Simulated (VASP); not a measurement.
# Al6H in VASP: notebook, part 2 of 2

VASP 6.6.1. The steps go on from the part before.

## Step 3: Single point, PBE

File INCAR:

```
SYSTEM = Al6H
PREC = Accurate
ENCUT = 520
EDIFF = 1E-6
ISMEAR = 0
SIGMA = 0.1
LREAL = .False.
LASPH = .True.
NELM = 60
ALGO = Normal
ISIF = 2
LWAVE = .False.
LCHARG = .False.
LDIPOL = .True.
IDIPOL = 3
DIPOL = 0.5 0.5 0.307
GGA = PE
NBANDS = 32
```

File KPOINTS:

```
Automatic mesh
0
Gamma
  5 5 1
  0 0 0
```

File POSCAR:

```
Al6H
1.0
    5.7135165837      0.0000000000      0.0000000000
    0.0000000000      5.7135165837      0.0000000000
    0.0000000000      0.0000000000     22.1746954375
Al H
12 2
Direct
    0.2500000000      0.2500000000      0.1803857921
    0.2500000000      0.7500000000      0.1803857921
    0.7500000000      0.2500000000      0.1803857921
    0.7500000000      0.7500000000      0.1803857921
    0.0000000000      0.0000000000      0.2744050924
    0.0000000000      0.5000000000      0.2744050924
    0.5000000000      0.0000000000      0.2744050924
    0.5000000000      0.5000000000      0.2744050924
    0.2500000000      0.2500000000      0.3686497278
    0.2500000000      0.7500000000      0.3686497278
    0.7500000000      0.2500000000      0.3686497278
    0.7500000000      0.7500000000      0.3686497278
    0.0000000000     -0.1033514109      0.5039390719
    0.0000000000      0.1033514109      0.5039390719
```

Potentials or basis: VASP PAW PBE potentials, release 64 (Al, H).

Command:

```
$ cat potpaw_PBE.64/Al/POTCAR potpaw_PBE.64/H/POTCAR > POTCAR
$ mpirun -np 1 vasp_std > vasp.out
```

OUTCAR:

```text
SYSTEM = Al6H
   PREC = Accurate
   ENCUT = 520
   EDIFF = 1E-6
   ISMEAR = 0
   LREAL = .False.
   LASPH = .True.
   NELM = 60
   ISIF = 2
   GGA = PE

 ion  position               nearest neighbor table
   1  0.250  0.250  0.180-   2 2.86   3 2.86   2 2.86   3 2.86   7 2.90   8 2.90   5 2.90   6 2.90

   2  0.250  0.750  0.180-   1 2.86   4 2.86   1 2.86   4 2.86   7 2.90   8 2.90   5 2.90   6 2.90

   3  0.750  0.250  0.180-   1 2.86   4 2.86   4 2.86   1 2.86   7 2.90   8 2.90   5 2.90   6 2.90
[... 15 lines left out ...]
  11  0.750  0.250  0.369-   9 2.86  12 2.86  12 2.86   9 2.86   5 2.91   6 2.91   7 2.91   8 2.91

  12  0.750  0.750  0.369-  10 2.86  11 2.86  11 2.86  10 2.86   5 2.91   6 2.91   7 2.91   8 2.91

  13  0.000  0.897  0.504-
  14  0.000  0.103  0.504-

  LATTYP: Found a simple tetragonal cell.
 ALAT       =     5.7135165837
 C/A-ratio  =     3.8810940885

  Lattice vectors:

 A1 = (   5.7135165837,   0.0000000000,   0.0000000000)
 A2 = (   0.0000000000,   5.7135165837,   0.0000000000)
 A3 = (   0.0000000000,   0.0000000000,  22.1746954375)

Analysis of symmetry for initial positions (statically):
=====================================================================
 Subroutine PRICEL returns:
 Original cell was already a primitive cell.

 Routine SETGRP: Setting up the symmetry group for a
 simple tetragonal supercell.

 Subroutine GETGRP returns: Found  4 space group operations
 (whereof  4 operations were pure point group operations)
 out of a pool of 16 trial point group operations.

The static configuration has the point symmetry C_2v.

Analysis of symmetry for dynamics (positions and initial velocities):
=====================================================================
 Subroutine PRICEL returns:
 Original cell was already a primitive cell.

 Routine SETGRP: Setting up the symmetry group for a
 simple tetragonal supercell.

 Subroutine GETGRP returns: Found  4 space group operations
 (whereof  4 operations were pure point group operations)
 out of a pool of 16 trial point group operations.

The dynamic configuration has the point symmetry C_2v.

 Subroutine INISYM returns: Found  4 space group operations
 (whereof  4 operations are pure point group operations),
 and found     1 'primitive' translations

----------------------------------------------------------------------------------------

                                     Primitive cell

  volume of cell :     723.8768

  direct lattice vectors                    reciprocal lattice vectors
     5.713516584  0.000000000  0.000000000     0.175023558  0.000000000  0.000000000
     0.000000000  5.713516584  0.000000000     0.000000000  0.175023558  0.000000000
     0.000000000  0.000000000 22.174695437     0.000000000  0.000000000  0.045096448

  length of vectors
     5.713516584  5.713516584 22.174695437     0.175023558  0.175023558  0.045096448

  position of ions in fractional coordinates (direct lattice)
     0.250000000  0.250000000  0.180385792
     0.250000000  0.750000000  0.180385792
     0.750000000  0.250000000  0.180385792
     0.750000000  0.750000000  0.180385792
     0.000000000  0.000000000  0.274405092
     0.000000000  0.500000000  0.274405092
[... 73 lines left out ...]
   ISTART =      0    job   : 0-new  1-cont  2-samecut
   ICHARG =      2    charge: 1-file 2-atom 10-const
   ISPIN  =      1    spin polarized calculation?
   LNONCOLLINEAR =      F non collinear calculations
   LSORBIT =      F    spin-orbit coupling
   LASPH  =      T    aspherical Exc in radial PAW
   ENCUT  =  520.0 eV  38.22 Ry    6.18 a.u.  10.62 10.62 41.23*2*pi/ulx,y,z
   NELM   =     60;   NELMIN=  2; NELMDL= -5     # of ELM steps
   EDIFF  = 0.1E-05   stopping-criterion for ELM
   LREAL  =      F    real-space projection
   EDIFFG = 0.1E-04   stopping-criterion for IOM
   NSW    =      0    number of steps for IOM
   IBRION =     -1    ionic relax: 0-MD 1-quasi-New 2-CG
   NFREE  =      0    steps in history (QN), initial steepest desc. (CG)
   ISIF   =      2    stress and relaxation
   ISYM   =      2    0-nonsym 1-usesym 2-fastsym
   POTIM  = 0.5000    time-step for ionic-motion
   TEBEG  =    0.0;   TEEND  =   0.0 temperature during run
   PSTRESS=    0.0 pullay stress
   NELECT =      38.0000    total number of electrons
   NUPDOWN=      -1.0000    fix difference up-down
   EMIN   =  10.00;   EMAX   =-10.00  energy-range for DOS
   EFERMI =   0.00;   METHOD = LEGACY
   ISMEAR =     0;   SIGMA  =   0.10  broadening in eV -4-tet -1-fermi 0-gaus
   EFERMI_NEDOS =   21; number of points for ismear=-14 and -15
   IALGO  =     38    algorithm
   IMIX   =      4    mixing-type and parameters
     AMIX     =   0.40;   BMIX     =  1.00
     AMIX_MAG =   1.60;   BMIX_MAG =  1.00
  volume/ion in A,a.u.               =      51.71       348.93
  Fermi-wavevector in a.u.,A,eV,Ry     =   0.612982  1.158368  5.112350  0.375747
  Thomas-Fermi vector in A             =   1.669467
   LORBIT       =      0    0 simple, 1 ext, 2 COOP (PROOUT), +10 PAW based schemes
   GGA     = PE    functional components
   LHFCALC =     F    Hartree Fock is set to
   AEXX    =    0.0000 exact exchange contribution
   IVDW    =     0    specifies the selected vdW correction
   LEPSILON=     F    determine dielectric tensor
   LRPA    =     F    only Hartree local field effects (RPA)
 non-spin polarized calculation
 Gauss-broadening in eV      SIGMA  =   0.10
  energy-cutoff  :      520.00
  volume of cell :      723.88
 maximum number of plane-waves:     19525
   NGX = 21   NGY = 21   NGZ = 83

 dipolmoment           0.000000      0.000000     -0.004988 electrons x Angstroem

 number of electron      37.9999999 magnetization

 dipolmoment           0.000000      0.000000      0.015149 electrons x Angstroem

 Free energy of the ion-electron system (eV)
  ---------------------------------------------------
  ext. energy  EPLUGINS =         0.00000000
  ---------------------------------------------------
  free energy    TOTEN  =       -46.55818058 eV

  energy without entropy =      -46.53985809  energy(sigma->0) =      -46.54901934

 E-fermi :  -1.0174     XC(G=0):  -3.9604

 val. band max:       -1.0944647815   @ k =   0.0000   0.4000   0.0000
 cond. band min:      -0.9916600256   @ k =   0.0000   0.0000   0.0000
 fundamental gap:      0.1028047559
 Fermi energy:        -1.0173772809

 k-point     1 :       0.0000    0.0000    0.0000
  band No.  band energies     occupation
      1     -11.0695      2.00000
      2      -8.9697      2.00000
      3      -6.6766      2.00000
      4      -6.6762      2.00000
      5      -6.5699      2.00000
      6      -6.5626      2.00000
[... 295 lines left out ...]
     30       2.0349      0.00000
     31       2.0533      0.00000
 [bands above 31 left out]

------------------------ aborting loop because EDIFF is reached ----------------------------------------

 vacuum level on the upper side and lower side of the slab       (xc-potential included)        -0.125        -0.188

  FORCE on cell =-STRESS in cart. coord.  units (eV):
  Direction    XX          YY          ZZ          XY          YZ          ZX
  --------------------------------------------------------------------------------------
  -------------------------------------------------------------------------------------
  Total       -7.5747995    -12.8811264     -0.2579421      0.0000000      0.0000000      0.0000000
  in kB      -16.7655219    -28.5101679     -0.5709106      0.0000000      0.0000000      0.0000000
  external PRESSURE =     -15.2822002 kB  Pullay stress =       0.0000000 kB

 VOLUME and BASIS-vectors are now :
 -----------------------------------------------------------------------------
  energy-cutoff  :      520.00
  volume of cell :      723.88
      direct lattice vectors                 reciprocal lattice vectors
     5.713516584  0.000000000  0.000000000     0.175023558  0.000000000  0.000000000
     0.000000000  5.713516584  0.000000000     0.000000000  0.175023558  0.000000000
     0.000000000  0.000000000 22.174695437     0.000000000  0.000000000  0.045096448

 POSITION                                       TOTAL-FORCE (eV/Angst)
 -----------------------------------------------------------------------------------
      1.42838      1.42838      4.00000        -0.000695      0.006039      0.018053
      1.42838      4.28514      4.00000        -0.000695     -0.006039      0.018053
      4.28514      1.42838      4.00000         0.000695      0.006039      0.018053
      4.28514      4.28514      4.00000         0.000695     -0.006039      0.018053
      0.00000      0.00000      6.08485         0.000000      0.000000      0.002281
      0.00000      2.85676      6.08485         0.000000      0.000000      0.006861
      2.85676      0.00000      6.08485         0.000000      0.000000      0.000885
      2.85676      2.85676      6.08485         0.000000      0.000000      0.020543
      1.42838      1.42838      8.17470         0.009349      0.016588     -0.036977
      1.42838      4.28514      8.17470         0.009349     -0.016588     -0.036977
      4.28514      1.42838      8.17470        -0.009349      0.016588     -0.036977
      4.28514      4.28514      8.17470        -0.009349     -0.016588     -0.036977
      0.00000      5.12302     11.17470        -0.000000      4.504901      0.022563
      0.00000      0.59050     11.17470         0.000000     -4.504901      0.022563
 -----------------------------------------------------------------------------------
    total drift:                               -0.000000     -0.000000      0.000181

  FREE ENERGIE OF THE ION-ELECTRON SYSTEM (eV)
  ---------------------------------------------------
  free  energy   TOTEN  =       -46.5581805817 eV

  energy  without entropy=      -46.5398580949  energy(sigma->0) =      -46.54901934

 vacuum level on the upper side and lower side of the slab         3.513         3.485
```

Wall time 10 min (1 thread of Intel Xeon 8259CL, shared host); peak memory 0.7 GiB.

Results:

- Free energy: -46.5582 eV
- Largest force: 4.505 eV/Å
- Band gap on the k mesh: zero (bands 19 and 20 overlap by 0.56 eV)

Forces on the atoms (eV/Å):
```
Al  -0.001  0.006  0.018
Al  -0.001 -0.006  0.018
Al   0.001  0.006  0.018
Al   0.001 -0.006  0.018
Al   0.000  0.000  0.002
Al   0.000  0.000  0.007
Al   0.000  0.000  0.001
Al   0.000  0.000  0.021
Al   0.009  0.017 -0.037
Al   0.009 -0.017 -0.037
Al  -0.009  0.017 -0.037
Al  -0.009 -0.017 -0.037
H    0.000  4.505  0.023
H    0.000 -4.505  0.023
```

Levels at points of the mesh, in eV from the Fermi level:
| k point | band 17 | band 18 | band 19 | band 20 | band 21 | band 22 |
| --- | --- | --- | --- | --- | --- | --- |
| (0.00, 0.00, 0.00) | -0.76 | -0.67 | -0.32 | 0.03 | 0.05 | 0.06 |

## Step 4: Single point, PBE

File INCAR:

```
ALGO = Normal
DIPOL = 0.5 0.5 0.293
EDIFF = 1E-6
ENCUT = 520
GGA = PE
IDIPOL = 3
ISIF = 2
ISMEAR = 0
LASPH = True
LCHARG = False
LDIPOL = True
LREAL = False
LWAVE = False
NBANDS = 32
NELM = 100
PREC = Accurate
SIGMA = 0.1
```

File KPOINTS:

```
k-points
0
Gamma
  5 5 1
```

Edit POSCAR of step 3 so:

```diff
@@ -20,3 +20,3 @@
     0.7500000000      0.7500000000      0.3686497278
-    0.0000000000     -0.1033514109      0.5039390719
-    0.0000000000      0.1033514109      0.5039390719
+    0.0000000000     -0.1618092792      0.4033739928
+    0.0000000000      0.1618092792      0.4033739928
```

Command:

```
$ cat potpaw_PBE.64/Al/POTCAR potpaw_PBE.64/H/POTCAR > POTCAR
$ mpirun -np 1 vasp_std > vasp.out
```

It took 10 min on 1 thread of Intel Xeon 8259CL, shared host; peak memory 0.68 GiB.

Results (log left out):

- Free energy: -47.4673 eV
- Largest force: 0.892 eV/Å
- Band gap on the k mesh: zero (bands 19 and 20 overlap by 0.84 eV)

Forces on the atoms (eV/Å):
```
Al  -0.074 -0.072 -0.002
Al  -0.074  0.072 -0.002
Al   0.074 -0.072 -0.002
Al   0.074  0.072 -0.002
Al   0.000  0.000 -0.121
Al   0.000  0.000  0.089
Al   0.000  0.000 -0.012
Al   0.000  0.000 -0.167
Al   0.723  0.393 -0.343
Al   0.723 -0.393 -0.343
Al  -0.723  0.393 -0.343
Al  -0.723 -0.393 -0.343
H    0.000 -0.159  0.796
H    0.000  0.159  0.796
```

Levels at points of the mesh, in eV from the Fermi level:
| k point | band 17 | band 18 | band 19 | band 20 | band 21 | band 22 |
| --- | --- | --- | --- | --- | --- | --- |
| (0.00, 0.00, 0.00) | -1.08 | -0.88 | -0.50 | -0.45 | -0.24 | -0.17 |

## Step 5: Overview

| cell | gap on the mesh (eV) | largest force (eV/Å) |
| --- | --- | --- |
| as given, atomic positions A | none | 3.24 |
| as given, atomic positions B | none | 4.50 |
| as given, atomic positions C | none | 0.89 |

Alike in all rows: task single point; level PBE; potentials or basis VASP PAW PBE potentials, release 64 (Al, H); no spin polarisation; k mesh 5 × 5 × 1; cutoff (eV) 520; smearing gaussian 0.1 eV.

Absolute energies hang on the potentials; compare differences alone.
